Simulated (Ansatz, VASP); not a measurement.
Ni in VASP and in Ansatz

```
CELL_PARAMETERS angstrom
0.00000 1.73306 1.73306
1.73306 0.00000 1.73306
1.73306 1.73306 0.00000
ATOMIC_POSITIONS crystal
Ni 0.00000 0.00000 0.00000
```

Alike in both runs: task single point; functional r2SCAN; k mesh 15 × 15 × 15; no spin polarisation.

```csv
,VASP,Ansatz
version,VASP 6.6.1,Ansatz 0.2.0
potentials or method,"VASP PAW PBE potentials, release 64 (Ni), cutoff 520 eV","plane waves (500 eV) with PAW, scalar-relativistic"
occupations,"methfessel-paxton of order 1, width 0.1 eV","cold, width 0.1 eV"
valence electrons in the cell,10,18
```

Ansatz gave:

| Quantity | Value |
| --- | --- |
| pressure (GPa) | -0.7 |

Q: Estimate VASP's values.

A: Pressure (GPa): -0.1.

VASP's potentials were made for PBE, not for r2SCAN. VASP's potentials hold 10 valence electrons a cell and Ansatz's 18, so a difference there can come from the potentials and not from the codes.
